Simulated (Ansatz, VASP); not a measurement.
## One calculation of Re, two programs

```xyz
2
Lattice="2.7392 0.0000 0.0000 -1.3696 2.3722 0.0000 0.0000 0.0000 4.4119" Properties=species:S:1:pos:R:3 pbc="T T T"
Re    0.0000    1.5815    1.1030
Re    1.3696    0.7907    3.3089
```

Alike in both runs: task single point; functional LDA; k mesh 19 × 19 × 10; occupations fermi-dirac, width 0.1 eV; no spin polarisation.

```csv
,VASP,Ansatz
version,VASP 6.6.1,Ansatz 0.2.0
potentials or method,"VASP PAW LDA potentials, release 64 (Re_sv_GW), cutoff 560 eV","plane waves (420 eV) with PAW, scalar-relativistic"
valence electrons in the cell,30,30
```

VASP gave:

```
pressure (GPa)                                                : 0.0
traceless stress, the component that is largest in VASP (GPa) : 0.09
```

Problem. What did Ansatz give for the same quantities?

Solution. Pressure (GPa): 0.0; traceless stress, the component that is largest in VASP (GPa): 0.13.

Ansatz warns that its potentials were made for another functional, while VASP's fit it. LDA's correlation is that of Perdew and Zunger in VASP and of Perdew and Wang (1992) in Ansatz.

Spin-orbit coupling is off throughout.
